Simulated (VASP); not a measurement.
## TiAl: single point with PBEsol

The system is TiAl.

```xyz
2
Lattice="3.1638 0.0000 0.0000 0.0000 3.1638 0.0000 0.0000 0.0000 3.1638" Properties=species:S:1:pos:R:3 pbc="T T T"
Ti    1.5819    1.5819    1.5819
Al    0.0000    0.0000    0.0000
```

- Program: VASP 6.6.1
- Task: single point
- Functional: PBEsol
- Potentials or basis: VASP PAW PBE potentials, release 64 (Ti_sv, Al)
- Cutoff: 500 eV
- k mesh: 7 × 7 × 7
- Occupations: fermi-dirac, width 0.15 eV
- Spin: no spin polarisation

| Quantity | Value |
| --- | --- |
| Pressure | -0.4 GPa |

Levels at points of the mesh, in eV from the Fermi level:
```csv
k point,band 4,band 5,band 6,band 7,band 8,band 9,band 10,band 11
"(0.00, 0.00, 0.00)",-32.92,-9.32,-1.46,-1.46,1.84,1.84,1.84,4.49
```

It took 11 s on 1 thread of Intel Xeon 8259CL, with other jobs on the host, peak memory 0.14 GiB.

Caveat: the PAW data sets were made with another functional, which shifts forces and pressure a little.
